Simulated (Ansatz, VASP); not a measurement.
## One calculation of Al3Cu, two programs

Contents of INCAR:

```
PREC     = Accurate       # precision mode
ENCUT    = 520            # plane-wave cutoff, eV
EDIFF    = 1E-6           # SCF threshold, eV
ISMEAR   = 0              # smearing method
SIGMA    = 0.15           # smearing width, eV
LREAL    = F              # projectors in reciprocal space
LASPH    = T              # aspherical terms in the spheres
NELM     = 80             # most SCF steps
ALGO     = Fast           # electronic algorithm
ISIF     = 2              # what is computed and relaxed
LWAVE    = F              # write WAVECAR
LCHARG   = F              # write CHGCAR
NBANDS   = 18             # bands
```

File KPOINTS:

```
regular mesh
0
Gamma
  12 12 12
```

Contents of POSCAR:

```
Al3Cu
1.0
    3.9039836502      0.0000000000      0.0000000000
    0.0000000000      3.9039836502      0.0000000000
    0.0000000000      0.0000000000      3.4577583189
Al Cu
3 1
Direct
    0.0000000000      0.5000000000      0.5000000000
    0.5000000000      0.0000000000      0.5000000000
    0.5000000000      0.5000000000      0.0000000000
    0.0000000000      0.0000000000      0.0000000000
```

Input for Ansatz:

```yaml
crystal:
  lattice:
    - [3.9039836502, 0.0, 0.0]
    - [0.0, 3.9039836502, 0.0]
    - [0.0, 0.0, 3.4577583189]
  atoms:
    - { symbol: Al, position: [0.0, 0.5, 0.5] }
    - { symbol: Al, position: [0.5, 0.0, 0.5] }
    - { symbol: Al, position: [0.5, 0.5, 0.0] }
    - { symbol: Cu, position: [0.0, 0.0, 0.0] }
basis:
  ecutwfc: 520.0
kpoints:
  mp_grid: { grid: [12, 12, 12] }
hamiltonian:
  xc: lda
  pseudopotentials: { kind: paw, azcp: { folder: soft_1 } }
scf:
  occupations: { method: gaussian, width: 0.15 }
output:
  forces: true
  stress: true
  eigenvalues: true
```

Alike in both runs: task single point; functional LDA; k mesh 12 × 12 × 12; occupations gaussian, width 0.15 eV; no spin polarisation.

|  | VASP | Ansatz |
| --- | --- | --- |
| version | VASP 6.6.1 | Ansatz 0.2.0 |
| potentials or method | VASP PAW LDA potentials, release 64 (Al, Cu), cutoff 520 eV | scalar-relativistic, plane waves, PAW |
| valence electrons in the cell | 20 | 28 |

Ansatz gave:

```
gap on the k mesh at the Fermi level (eV)                     : none
pressure (GPa)                                                : 10.7
traceless stress, the component that is largest in VASP (GPa) : 7.57
```

Task: What did VASP give for the same quantities?

Result: gap on the k mesh at the Fermi level (eV): none; pressure (GPa): 11.3; traceless stress, the component that is largest in VASP (GPa): 7.57.

Ansatz warns that its potentials were made for another functional, while VASP's fit it. LDA's correlation is that of Perdew and Zunger in VASP and of Perdew and Wang (1992) in Ansatz. A gap of «none» marks a metal or a gap that the smearing closes. VASP's potentials hold 20 valence electrons a cell and Ansatz's 28, so a difference there can come from the potentials and not from the codes.
